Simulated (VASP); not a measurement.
Input of a VASP 6.6.1 run:

INCAR

```
SYSTEM = RbSbS3
PREC = Accurate
ENCUT = 600
EDIFF = 1E-6
ISMEAR = 0
SIGMA = 0.1
LREAL = .False.
LASPH = .True.
NELM = 80
ALGO = Normal
ISIF = 3
LWAVE = .False.
LCHARG = .False.
GGA = PE
IBRION = 2
NSW = 100
EDIFFG = -0.01
```

KPOINTS

```
Automatic mesh
0
Gamma
  8 8 8
  0 0 0
```

The input POSCAR:

```
RbSbS3
1.0
    5.3789615238      0.0000000000      0.0000000000
    0.0000000000      5.3789615238      0.0000000000
    0.0000000000      0.0000000000      5.3789615238
Rb Sb S
1 1 3
Direct
    0.5000000000      0.5000000000      0.5000000000
    0.0000000000      0.0000000000      0.0000000000
    0.0000000000      0.5000000000      0.5000000000
    0.5000000000      0.0000000000      0.5000000000
    0.5000000000      0.5000000000      0.0000000000
```

Potentials or basis: VASP PAW PBE potentials, release 64 (Rb_sv, Sb, S).

Command:

```bash
$ cat potpaw_PBE.64/Rb_sv/POTCAR potpaw_PBE.64/Sb/POTCAR potpaw_PBE.64/S/POTCAR > POTCAR
$ mpirun -np 1 vasp_std > vasp.out
```

(1) Predict the space group after relaxing (to 0.05 Å).

(2) What does it give for the relaxed volume?

(3) Estimate the relaxed cell.

Results:

(1) Pm-3m (No. 221).

(2) 30.71 Å³/atom.

(3) a = 5.355 Å, b = 5.355 Å, c = 5.355 Å, α = 90.00°, β = 90.00°, γ = 90.00°.
